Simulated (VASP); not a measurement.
# Cd3Te2 (P-4m2) in VASP: single point with PBE

Aim: the single point of Cd3Te2 with PBE.

All numbers are computed with VASP 6.6.1; they aren't measurements. Logs are shortened: lines on timing, memory, paths and dates and some standing lists are left out, and cuts for length are marked.

### Step 1. The cell of the first run

The structure is tetragonal, space group P-4m2 (No. 115). Conventional cell: a = 4.626 Å, b = 4.626 Å, c = 9.592 Å, α = 90.00°, β = 90.00°, γ = 90.00°. Cd (site symmetry 2mm) has 1 Cd at 2.71 Å and 2 Te at 2.90 Å within 3.6 Å. Cd (site symmetry -4m2) has 4 Te at 2.86 Å within 3.8 Å. Within 3.8 Å of Te (site symmetry 2mm) lie 4 Cd at 2.86 to 2.90 Å.

### Step 2. Single point, PBE

Input file INCAR:

```
ALGO = Normal ; EDIFF = 1E-6
ENCUT = 520 ; GGA = PE
ISIF = 2 ; ISMEAR = 0
LASPH = T ; LCHARG = F
LREAL = F ; LWAVE = F
NBANDS = 32 ; NELM = 100
PREC = Accurate ; SIGMA = 0.01
```

Input file KPOINTS:

```
k-points
0
Gamma
  8 8 4
```

Input file POSCAR:

```
Cd3Te2
1.0
    4.6263242833      0.0000000000      0.0000000000
    0.0000000000      4.6263242833      0.0000000000
    0.0000000000      0.0000000000      9.5918415491
Cd Te
3 2
Direct
    0.5000000000      0.5000000000      0.3585295633
    0.5000000000      0.5000000000      0.6414704367
    0.0000000000      0.0000000000      0.0000000000
    0.0000000000      0.5000000000      0.1761655695
    0.5000000000      0.0000000000      0.8238344305
```

Potentials or basis: VASP PAW PBE potentials, release 64 (Cd, Te).

Started as:

```console
$ cat potpaw_PBE.64/Cd/POTCAR potpaw_PBE.64/Te/POTCAR > POTCAR
$ mpirun -np 1 vasp_std > vasp.out
```

OUTCAR:

```text
EDIFF = 1E-6
   ENCUT = 520
   GGA = PE
   ISIF = 2
   ISMEAR = 0
   LASPH = T
   LREAL = F
   NELM = 100
   PREC = Accurate

 ion  position               nearest neighbor table
   1  0.500  0.500  0.359-   2 2.71   4 2.90   4 2.90
   2  0.500  0.500  0.641-   1 2.71   5 2.90   5 2.90
   3  0.000  0.000  0.000-   4 2.86   5 2.86   4 2.86   5 2.86
   4  0.000  0.500  0.176-   3 2.86   3 2.86   1 2.90   1 2.90
   5  0.500  0.000  0.824-   3 2.86   3 2.86   2 2.90   2 2.90

  LATTYP: Found a simple tetragonal cell.
 ALAT       =     4.6263242833
 C/A-ratio  =     2.0733180300

  Lattice vectors:

 A1 = (   4.6263242833,   0.0000000000,   0.0000000000)
 A2 = (   0.0000000000,   4.6263242833,   0.0000000000)
 A3 = (   0.0000000000,   0.0000000000,   9.5918415491)

Analysis of symmetry for initial positions (statically):
=====================================================================
 Subroutine PRICEL returns:
 Original cell was already a primitive cell.

 Routine SETGRP: Setting up the symmetry group for a
 simple tetragonal supercell.

 Subroutine GETGRP returns: Found  8 space group operations
 (whereof  8 operations were pure point group operations)
 out of a pool of 16 trial point group operations.

The static configuration has the point symmetry D_2d.

Analysis of symmetry for dynamics (positions and initial velocities):
=====================================================================
 Subroutine PRICEL returns:
 Original cell was already a primitive cell.

 Routine SETGRP: Setting up the symmetry group for a
 simple tetragonal supercell.

 Subroutine GETGRP returns: Found  8 space group operations
 (whereof  8 operations were pure point group operations)
 out of a pool of 16 trial point group operations.

The dynamic configuration has the point symmetry D_2d.

 Subroutine INISYM returns: Found  8 space group operations
 (whereof  8 operations are pure point group operations),
 and found     1 'primitive' translations

----------------------------------------------------------------------------------------

                                     Primitive cell

  volume of cell :     205.2930

  direct lattice vectors                    reciprocal lattice vectors
     4.626324283  0.000000000  0.000000000     0.216154324  0.000000000  0.000000000
     0.000000000  4.626324283  0.000000000     0.000000000  0.216154324  0.000000000
     0.000000000  0.000000000  9.591841549     0.000000000  0.000000000  0.104255267

  length of vectors
     4.626324283  4.626324283  9.591841549     0.216154324  0.216154324  0.104255267

  position of ions in fractional coordinates (direct lattice)
     0.500000000  0.500000000  0.358529563
     0.500000000  0.500000000  0.641470437
     0.000000000  0.000000000  0.000000000
     0.000000000  0.500000000  0.176165570
     0.500000000  0.000000000  0.823834430

  ion indices of the primitive-cell ions
   primitive index   ion index
                 1           1
                 2           2
                 3           3
                 4           4
                 5           5

----------------------------------------------------------------------------------------

 KPOINTS: k-points

Automatic generation of k-mesh.
 Grid dimensions read from file:
 generate k-points for:    8    8    4

 Generating k-lattice:

  Cartesian coordinates                     Fractional coordinates (reciprocal lattice)
     0.027019291  0.000000000  0.000000000     0.125000000  0.000000000  0.000000000
     0.000000000  0.027019291  0.000000000     0.000000000  0.125000000  0.000000000
     0.000000000  0.000000000  0.026063817     0.000000000  0.000000000  0.250000000

  Length of vectors
     0.027019291  0.027019291  0.026063817

  Shift w.r.t. Gamma in fractional coordinates (k-lattice)
     0.000000000  0.000000000  0.000000000

 Subroutine IBZKPT returns following result:
 ===========================================

 Found     45 irreducible k-points:

 Following reciprocal coordinates:
            Coordinates               Weight
  0.000000  0.000000  0.000000      1.000000
  0.125000  0.000000  0.000000      4.000000
  0.250000  0.000000  0.000000      4.000000
  0.375000  0.000000  0.000000      4.000000
  0.500000  0.000000  0.000000      2.000000
  0.125000  0.125000  0.000000      4.000000
[... 16 lines left out ...]
  0.375000  0.125000  0.250000     16.000000
  0.500000  0.125000  0.250000      8.000000
 [... further k-points ...]
   k-points           NKPTS =     45   k-points in BZ     NKDIM =     45   number of bands    NBANDS=     32
   number of dos      NEDOS =    301   number of ions     NIONS =      5
   total plane-waves  NPLWV =  93312
   dimension x,y,z NGX =    36 NGY =   36 NGZ =   72
   dimension x,y,z NGXF=    72 NGYF=   72 NGZF=  144
   ions per type =               3   2
   NGX,Y,Z   is equivalent  to a cutoff of  12.94, 12.94, 12.48 a.u.
   NGXF,Y,Z  is equivalent  to a cutoff of  25.87, 25.87, 24.96 a.u.
 SYSTEM =  unknown system
   PREC   = accura    normal or accurate (medium, high low for compatibility)
   ISTART =      0    job   : 0-new  1-cont  2-samecut
   ICHARG =      2    charge: 1-file 2-atom 10-const
   ISPIN  =      1    spin polarized calculation?
   LNONCOLLINEAR =      F non collinear calculations
   LSORBIT =      F    spin-orbit coupling
   LASPH  =      T    aspherical Exc in radial PAW
   ENCUT  =  520.0 eV  38.22 Ry    6.18 a.u.   8.60  8.60 17.83*2*pi/ulx,y,z
   NELM   =    100;   NELMIN=  2; NELMDL= -5     # of ELM steps
   EDIFF  = 0.1E-05   stopping-criterion for ELM
   LREAL  =      F    real-space projection
   EDIFFG = 0.1E-04   stopping-criterion for IOM
   NSW    =      0    number of steps for IOM
   IBRION =     -1    ionic relax: 0-MD 1-quasi-New 2-CG
   NFREE  =      0    steps in history (QN), initial steepest desc. (CG)
   ISIF   =      2    stress and relaxation
   ISYM   =      2    0-nonsym 1-usesym 2-fastsym
   POTIM  = 0.5000    time-step for ionic-motion
   TEBEG  =    0.0;   TEEND  =   0.0 temperature during run
   PSTRESS=    0.0 pullay stress
   NELECT =      48.0000    total number of electrons
   NUPDOWN=      -1.0000    fix difference up-down
   EMIN   =  10.00;   EMAX   =-10.00  energy-range for DOS
   EFERMI =   0.00;   METHOD = LEGACY
   ISMEAR =     0;   SIGMA  =   0.01  broadening in eV -4-tet -1-fermi 0-gaus
   EFERMI_NEDOS =   21; number of points for ismear=-14 and -15
   IALGO  =     38    algorithm
   IMIX   =      4    mixing-type and parameters
     AMIX     =   0.40;   BMIX     =  1.00
     AMIX_MAG =   1.60;   BMIX_MAG =  1.00
  volume/ion in A,a.u.               =      41.06       277.08
  Fermi-wavevector in a.u.,A,eV,Ry     =   1.008549  1.905882 13.839465  1.017172
  Thomas-Fermi vector in A             =   2.141423
   LORBIT       =      0    0 simple, 1 ext, 2 COOP (PROOUT), +10 PAW based schemes
   GGA     = PE    functional components
   LHFCALC =     F    Hartree Fock is set to
   AEXX    =    0.0000 exact exchange contribution
   IVDW    =     0    specifies the selected vdW correction
   LEPSILON=     F    determine dielectric tensor
   LRPA    =     F    only Hartree local field effects (RPA)
 non-spin polarized calculation
 Gauss-broadening in eV      SIGMA  =   0.01
  energy-cutoff  :      520.00
  volume of cell :      205.29
 maximum number of plane-waves:      5563
 NGX is ok and might be reduce to    36
   NGX = 17   NGY = 17   NGZ = 35

 number of electron      47.9999981 magnetization

 Free energy of the ion-electron system (eV)
  ---------------------------------------------------
  ext. energy  EPLUGINS =         0.00000000
  ---------------------------------------------------
  free energy    TOTEN  =        -9.77651926 eV

  energy without entropy =       -9.77651926  energy(sigma->0) =       -9.77651926

 E-fermi :   1.2132     XC(G=0):  -7.6392

 val. band max:        1.1264425563   @ k =   0.0000   0.0000   0.5000
 cond. band min:       1.3246998565   @ k =   0.0000   0.0000   0.5000
 fundamental gap:      0.1982573002
 Fermi energy:         1.2132098458

 k-point     1 :       0.0000    0.0000    0.0000
  band No.  band energies     occupation
      1     -10.0325      2.00000
      2      -9.7971      2.00000
      3      -7.6091      2.00000
      4      -7.4082      2.00000
      5      -7.4082      2.00000
      6      -7.3701      2.00000
[... 24 lines left out ...]
     31       6.4787      0.00000
     32       7.2209      0.00000

 k-point     2 :       0.1250    0.0000    0.0000
  band No.  band energies     occupation
      1     -10.0051      2.00000
      2      -9.7887      2.00000
      3      -7.6103      2.00000
      4      -7.4071      2.00000
      5      -7.4020      2.00000
      6      -7.3707      2.00000
[... 24 lines left out ...]
     31       6.5506      0.00000
     32       6.8208      0.00000

 k-point     3 :       0.2500    0.0000    0.0000
  band No.  band energies     occupation
      1      -9.9352      2.00000
      2      -9.7717      2.00000
      3      -7.6127      2.00000
      4      -7.4046      2.00000
      5      -7.4034      2.00000
      6      -7.3725      2.00000
[... 24 lines left out ...]
     31       6.4057      0.00000
     32       6.6235      0.00000

 k-point     4 :       0.3750    0.0000    0.0000
  band No.  band energies     occupation
      1      -9.8532      2.00000
      2      -9.7661      2.00000
      3      -7.6147      2.00000
      4      -7.4058      2.00000
      5      -7.4020      2.00000
      6      -7.3747      2.00000
[... 24 lines left out ...]
     31       6.4855      0.00000
     32       6.7414      0.00000

 k-point     5 :       0.5000    0.0000    0.0000
  band No.  band energies     occupation
      1      -9.7921      2.00000
      2      -9.7907      2.00000
      3      -7.6154      2.00000
      4      -7.4064      2.00000
      5      -7.4008      2.00000
      6      -7.3758      2.00000
[... 584 lines left out ...]
     31       6.1125      0.00000
     32       6.3352      0.00000

 k-point    22 :       0.2500    0.1250    0.2500
  band No.  band energies     occupation
      1      -9.9073      2.00000
      2      -9.7653      2.00000
      3      -7.6131      2.00000
      4      -7.4067      2.00000
      5      -7.3916      2.00000
      6      -7.3635      2.00000
[... 24 lines left out ...]
     31       5.9233      0.00000
     32       6.3185      0.00000

 k-point    23 :       0.3750    0.1250    0.2500
  band No.  band energies     occupation
      1      -9.8308      2.00000
      2      -9.7553      2.00000
      3      -7.6145      2.00000
      4      -7.3984      2.00000
      5      -7.3916      2.00000
      6      -7.3679      2.00000
[... 24 lines left out ...]
     31       6.2037      0.00000
     32       6.5041      0.00000

 k-point    24 :       0.5000    0.1250    0.2500
  band No.  band energies     occupation
      1      -9.7758      2.00000
      2      -9.7744      2.00000
      3      -7.6150      2.00000
      4      -7.3950      2.00000
      5      -7.3903      2.00000
      6      -7.3716      2.00000
[... 24 lines left out ...]
     31       6.2839      0.00000
     32       6.5592      0.00000

 [... further k-points ...]
[... 5 lines left out ...]
  --------------------------------------------------------------------------------------
  -------------------------------------------------------------------------------------
  Total        0.0693651      0.0693651      0.1751123      0.0000000      0.0000000     -0.0000000
  in kB        0.5413489      0.5413489      1.3666365      0.0000000      0.0000000     -0.0000000
  external PRESSURE =       0.8164448 kB  Pullay stress =       0.0000000 kB

 VOLUME and BASIS-vectors are now :
 -----------------------------------------------------------------------------
  energy-cutoff  :      520.00
  volume of cell :      205.29
      direct lattice vectors                 reciprocal lattice vectors
     4.626324283  0.000000000  0.000000000     0.216154324  0.000000000  0.000000000
     0.000000000  4.626324283  0.000000000     0.000000000  0.216154324  0.000000000
     0.000000000  0.000000000  9.591841549     0.000000000  0.000000000  0.104255267

 POSITION                                       TOTAL-FORCE (eV/Angst)
 -----------------------------------------------------------------------------------
      2.31316      2.31316      3.43896        -0.000000     -0.000000     -0.014498
      2.31316      2.31316      6.15288        -0.000000     -0.000000      0.014498
      0.00000      0.00000      0.00000         0.000000     -0.000000      0.000000
      0.00000      2.31316      1.68975        -0.000000     -0.000000     -0.000766
      2.31316      0.00000      7.90209        -0.000000      0.000000      0.000766
 -----------------------------------------------------------------------------------
    total drift:                                0.000000      0.000000      0.000000

  FREE ENERGIE OF THE ION-ELECTRON SYSTEM (eV)
  ---------------------------------------------------
  free  energy   TOTEN  =        -9.7765192610 eV

  energy  without entropy=       -9.7765192610  energy(sigma->0) =       -9.77651926
```

Run time: 2.4 min. Hardware: 1 thread of Intel Xeon Platinum 8488C (Sapphire Rapids), shared host; peak memory 0.45 GiB.

What came out:

| Quantity | Value |
| --- | --- |
| Free energy | -9.7765 eV |
| Pressure | 0.1 GPa |
| Largest force | 0.014 eV/Å |
| Band gap on the k mesh | 0.20 eV, direct |

Forces on the atoms (eV/Å):
```
Cd   0.000  0.000 -0.014
Cd   0.000  0.000  0.014
Cd   0.000  0.000  0.000
Te   0.000  0.000 -0.001
Te   0.000  0.000  0.001
```

Caveat: spin-orbit coupling is left out, which moves the levels of the heavy elements.
